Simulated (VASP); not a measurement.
# TaN (rocksalt type): single point with PBEsol

Crystal: TaN (rocksalt type).

```
CELL_PARAMETERS angstrom
0.00000 2.09653 2.09653
2.09653 0.00000 2.09653
2.09653 2.09653 0.00000
ATOMIC_POSITIONS crystal
Ta 0.00000 0.00000 0.00000
N 0.50000 0.50000 0.50000
```

* Program: VASP 6.6.1
* Task: single point
* Functional: PBEsol
* Potentials or basis: VASP PAW PBE potentials, release 64 (Ta_pv, N)
* Cutoff: 520 eV
* k mesh: 15 × 15 × 15
* Occupations: fermi-dirac, width 0.08 eV
* Spin: no spin polarisation

| Property | Result |
| --- | --- |
| Pressure | 62.4 GPa |
| Band gap on the k mesh | zero (bands 8 and 9 overlap by 4.82 eV) |

Levels at points of the mesh, in eV from the Fermi level:
| k point | band 5 | band 6 | band 7 | band 8 | band 9 | band 10 | band 11 | band 12 |
| --- | --- | --- | --- | --- | --- | --- | --- | --- |
| (0.00, 0.00, 0.00) | -4.19 | -4.19 | -4.19 | -2.56 | -2.56 | -2.56 | 0.06 | 0.06 |

It took 12 s on 1 thread of Intel(R) Xeon(R) 6975P-C (Granite Rapids) (shared host), peak memory 0.16 GiB.

Caveat: the cell stands under pressure; the PAW data sets were made with another functional, which shifts forces and pressure a little; spin-orbit coupling is left out, which moves the levels of the heavy elements.
